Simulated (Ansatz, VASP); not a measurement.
# Al: VASP beside Ansatz

```
Al
1.0
    -1.59122    1.59122    1.59122
     1.59122   -1.59122    1.59122
     1.59122    1.59122   -1.59122
Al
1
Direct
  0.00000 0.00000 0.00000
```

Alike in both runs: task relaxation of cell and atoms; functional RPBE; dispersion D4; k mesh 12 × 12 × 12; occupations fermi-dirac, width 0.05 eV; no spin polarisation.

```csv
,VASP,Ansatz
version,VASP 6.6.1,Ansatz 0.2.0
potentials or method,"VASP PAW PBE potentials, release 64 (Al)",Ansatz PAW
plane-wave cutoff (eV),600,420
valence electrons in the cell,3,3
```

```tsv
	VASP	Ansatz	Ansatz less VASP
gap on the k mesh at the Fermi level, each at its own relaxed structure (eV)	none	none	-
relaxed volume (Å³/atom)	15.87	15.92	+0.046
relaxed cell length with the largest relative difference (Å)	2.742	2.745	+0.0027
```

VASP's potentials were made for PBE, not for RPBE. A gap of «none» marks a metal or a gap that the smearing closes.

Noted on Ansatz's run: the plane-wave basis is chosen anew once the cell has moved, so the energies of steps on either side of that aren't comparable.
